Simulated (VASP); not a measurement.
Runs of VASP 6.6.1 on TiAl. The structure is that of space group P4/mmm (No. 123), or close to it. The cells are those of the table. 

| cell | further INCAR settings | gap on the mesh (eV) | pressure (GPa) |
| --- | --- | --- | --- |
| a = 2.722, b = 2.722, c = 4.131 Å, 2 atoms | ALGO = Fast; EDIFF = 1e-06; NBANDS = 14 | none | 3.9 |
| a = 2.851, b = 2.851, c = 3.765 Å, 2 atoms | ALGO = Fast; EDIFF = 1e-06; NBANDS = 14 | none | (b) |
| a = 3.013, b = 3.013, c = 3.463 Å, 2 atoms | ALGO = Fast; EDIFF = 1e-07; NBANDS = 14 | none | (a) |
| a = 2.785, b = 2.785, c = 3.944 Å, 2 atoms | ALGO = Fast; EDIFF = 1e-06; NBANDS = 14 | none | 3.9 |
| a = 2.746, b = 2.746, c = 4.168 Å, 2 atoms | ALGO = Fast; EDIFF = 1e-06; NBANDS = 14 | none | 0.4 |
| a = 3.276, b = 3.276, c = 2.851 Å, 2 atoms | ALGO = Fast; EDIFF = 1e-07; NBANDS = 14 | none | 4.2 |
| a = 2.986, b = 2.986, c = 3.432 Å, 2 atoms | ALGO = Fast; EDIFF = 1e-07; NBANDS = 14 | none | 3.6 |
| a = 2.918, b = 2.918, c = 3.594 Å, 2 atoms | ALGO = Fast; EDIFF = 1e-06; NBANDS = 14 | none | 3.7 |

Alike in all rows: task single point; level PBEsol; potentials or basis VASP PAW PBE potentials, release 64 (Ti_sv, Al); no spin polarisation; k mesh 16 × 16 × 16; cutoff (eV) 520; smearing gaussian 0.15 eV.

Problem. Estimate the missing entries.

Solution. (a) 0.2; (b) 3.8.

Caveats: the PAW data sets were made with another functional, which shifts forces and pressure a little; the cell stands under pressure (at least some runs); the stress differs along the axes, from 1 to 10 GPa (at least some runs); the stress differs along the axes, from 2 to 8 GPa (at least some runs); the stress differs along the axes, from -3 to 6 GPa (at least some runs).

A gap of «none» marks levels without a gap at the run's occupations.
